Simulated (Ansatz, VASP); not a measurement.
## Rh: VASP beside Ansatz

Contents of INCAR:

```
ALGO     = Fast           # electronic algorithm
EDIFF    = 1E-6           # SCF threshold, eV
EDIFFG   = -0.01          # ionic threshold
ENCUT    = 600            # plane-wave cutoff, eV
GGA      = PS             # functional
IBRION   = 2              # ionic algorithm
ISIF     = 3              # what is computed and relaxed
ISMEAR   = 0              # smearing method
LASPH    = True           # aspherical terms in the spheres
LCHARG   = False          # write CHGCAR
LREAL    = False          # projectors in reciprocal space
LWAVE    = False          # write WAVECAR
NELM     = 100            # most SCF steps
NSW      = 100            # ionic steps
PREC     = Accurate       # precision mode
SIGMA    = 0.1            # smearing width, eV
```

Contents of KPOINTS:

```
k-points
0
Gamma
  8 8 8
```

Contents of POSCAR:

```
Rh
1.0
    4.8167028597      0.0000000000      0.0000000000
    0.0000000000      4.8167028597      0.0000000000
    0.0000000000      0.0000000000      4.8167028597
Rh
8
Direct
    0.5000000000      0.5000000000      0.5000000000
    0.0000000000      0.0000000000      0.0000000000
    0.2500000000      0.0000000000      0.5000000000
    0.5000000000      0.2500000000      0.0000000000
    0.5000000000      0.7500000000      0.0000000000
    0.7500000000      0.0000000000      0.5000000000
    0.0000000000      0.5000000000      0.7500000000
    0.0000000000      0.5000000000      0.2500000000
```

Input for Ansatz:

```yaml
crystal:
  lattice:
    - [4.8167028597, 0.0, 0.0]
    - [0.0, 4.8167028597, 0.0]
    - [0.0, 0.0, 4.8167028597]
  atoms:
    - { symbol: Rh, position: [0.5, 0.5, 0.5] }
    - { symbol: Rh, position: [0.0, 0.0, 0.0] }
    - { symbol: Rh, position: [0.25, 0.0, 0.5] }
    - { symbol: Rh, position: [0.5, 0.25, 0.0] }
    - { symbol: Rh, position: [0.5, 0.75, 0.0] }
    - { symbol: Rh, position: [0.75, 0.0, 0.5] }
    - { symbol: Rh, position: [0.0, 0.5, 0.75] }
    - { symbol: Rh, position: [0.0, 0.5, 0.25] }
basis:
  ecutwfc: 420
kpoints:
  mp_grid: { grid: [8, 8, 8] }
hamiltonian:
  xc: pbesol
scf:
  occupations: { method: gaussian, width: 0.1 }
output:
  forces: true
  stress: true
  eigenvalues: true
relax:
  adjacent_minimum: "off"
  f_tol: 0.01
  max_steps: 80
  cell: { stress_tol: 0.05 }
```

Alike in both runs: task relaxation of cell and atoms; functional PBEsol; k mesh 8 × 8 × 8; occupations gaussian, width 0.1 eV; no spin polarisation.

|  | VASP | Ansatz |
| --- | --- | --- |
| version | VASP 6.6.1 | Ansatz 0.2.0 |
| potentials or method | VASP PAW PBE potentials, release 64 (Rh_pv), cutoff 600 eV | scalar-relativistic, plane waves, PAW |
| valence electrons in the cell | 120 | 136 |

|  | VASP | Ansatz | Ansatz less VASP |
| --- | --- | --- | --- |
| gap on the k mesh at the Fermi level, each at its own relaxed structure (eV) | none | none | - |
| relaxed volume (Å³/atom) | 13.97 | 13.97 | +0.003 |
| relaxed cell length with the largest relative difference (Å) | 4.817 | 4.817 | +0.0004 |

VASP's potentials were made for PBE, not for PBEsol. A gap of «none» marks a metal or a gap that the smearing closes. VASP's potentials hold 120 valence electrons a cell and Ansatz's 136, so a difference there can come from the potentials and not from the codes.

Noted on VASP's run: the relaxation stopped at its first step, so nothing moved.
